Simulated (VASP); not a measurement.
Here is a VASP 6.6.1 calculation.

Contents of INCAR:

```
PREC     = Accurate       # precision mode
ENCUT    = 520            # plane-wave cutoff, eV
EDIFF    = 1E-7           # SCF threshold, eV
ISMEAR   = -1             # smearing method
SIGMA    = 0.1            # smearing width, eV
LREAL    = False          # projectors in reciprocal space
LASPH    = True           # aspherical terms in the spheres
NELM     = 60             # most SCF steps
ALGO     = Normal         # electronic algorithm
ISIF     = 2              # what is computed and relaxed
LWAVE    = False          # write WAVECAR
LCHARG   = False          # write CHGCAR
GGA      = PE             # functional
NBANDS   = 36             # bands
```

The input KPOINTS:

```
regular mesh
0
Gamma
  6 6 6
```

File POSCAR:

```
SrLi2GaS4
1.0
   -3.3111882994      3.3111882994      3.8803760293
    3.3111882994     -3.3111882994      3.8803760293
    3.3111882994      3.3111882994     -3.8803760293
Ga Sr Li S
1 1 2 4
Direct
    0.0000000000      0.0000000000      0.0000000000
    0.5000000000      0.5000000000      0.0000000000
    0.2500000000      0.7500000000      0.5000000000
    0.7500000000      0.2500000000      0.5000000000
    0.0364687842      0.0364687842      0.4042015371
    0.9635312158      0.3677327529      0.0000000000
    0.6322672471      0.6322672471      0.5957984629
    0.3677327529      0.9635312158      0.0000000000
```

Potentials or basis: VASP PAW PBE potentials, release 64 (Ga_d, Sr_sv, Li_sv, S).

Command:

```console
$ cat potpaw_PBE.64/Ga_d/POTCAR potpaw_PBE.64/Sr_sv/POTCAR potpaw_PBE.64/Li_sv/POTCAR potpaw_PBE.64/S/POTCAR > POTCAR
$ mpirun -np 1 vasp_std > vasp.out
```

Problem. Predict the largest force.

Solution. 0.013 eV/Å.

Problem. Predict the band gap on the k mesh.

Solution. Zero (an odd number of electrons rules out a gap without spin polarisation).

Forces in eV/Å, atoms in the order of the input:
```
Ga   0.000  0.000  0.000
Sr   0.000  0.000  0.000
Li   0.000  0.000  0.000
Li   0.000  0.000  0.000
S   -0.009 -0.009  0.002
S   -0.009  0.009 -0.002
S    0.009  0.009  0.002
S    0.009 -0.009 -0.002
```
